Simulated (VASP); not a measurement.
Crystal: MoS2.

```
Mo S
1.0
     3.16900    0.00000    0.00000
    -1.58450    2.74443    0.00000
     0.00000    0.00000   12.32400
Mo S
2 4
Cartesian
  1.5845 0.9148 9.2430
  0.0000 1.8296 3.0810
  1.5845 0.9148 4.6461
  0.0000 1.8296 10.8081
  1.5845 0.9148 1.5159
  0.0000 1.8296 7.6779
```

```yaml
Program: VASP 6.6.1
Task: relaxation of cell and atoms
Functional: PBE
Potentials_or_basis: VASP PAW PBE potentials, release 64 (Mo_sv, S)
Cutoff: 600 eV
k_mesh: 10 × 10 × 3
Occupations: fermi-dirac, width 0.05 eV
Spin: no spin polarisation
```

At the start: pressure 1.8 GPa; volume 17.86 Å³/atom.

Task: How do energy, volume and symmetry change on relaxing?

Result: Over 14 steps the energy falls by 15.4 meV/atom and the volume is 20.73 Å³/atom (+16.0 %); space group P6_3/mmc (No. 194, to 0.1 Å) before and after.

Step by step:
```
step  energy change (eV)  largest force (eV/Å)  pressure (GPa)  volume (Å³)
   1              0.0000                0.0790            1.85       107.18
   2             -0.0015                0.4794           -2.05       110.41
   3             -0.0099                0.2916           -0.21       108.85
   4             -0.0225                0.1763           -0.19       109.79
   5             -0.0312                0.0620           -0.03       111.71
   6             -0.0382                0.0553           -0.07       112.22
   7             -0.0554                0.0378           -0.18       113.75
   8             -0.0771                0.0153           -0.16       116.80
   9             -0.0912                0.0414            0.43       122.79
  10             -0.0912                0.0456            0.52       123.60
  11             -0.0858                0.2187           -1.37       125.81
  12             -0.0920                0.0249            0.02       124.18
  13             -0.0920                0.0266            0.01       124.19
  14             -0.0922                0.0022           -0.03       124.38
```

Final structure:
```
Mo S
1.0
     3.18581    0.00000    0.00000
    -1.59290    2.75899    0.00000
     0.00000    0.00000   14.15087
Mo S
2 4
Direct
  0.66667 0.33333 0.75000
  0.33333 0.66667 0.25000
  0.66667 0.33333 0.36034
  0.33333 0.66667 0.86034
  0.66667 0.33333 0.13966
  0.33333 0.66667 0.63966
```

Caveat: the volume moved by over 15 % at a fixed basis, so the end points are rough; this functional lacks dispersion, which binds layers or chains, so the pressure and a relaxed spacing across them are unreliable.
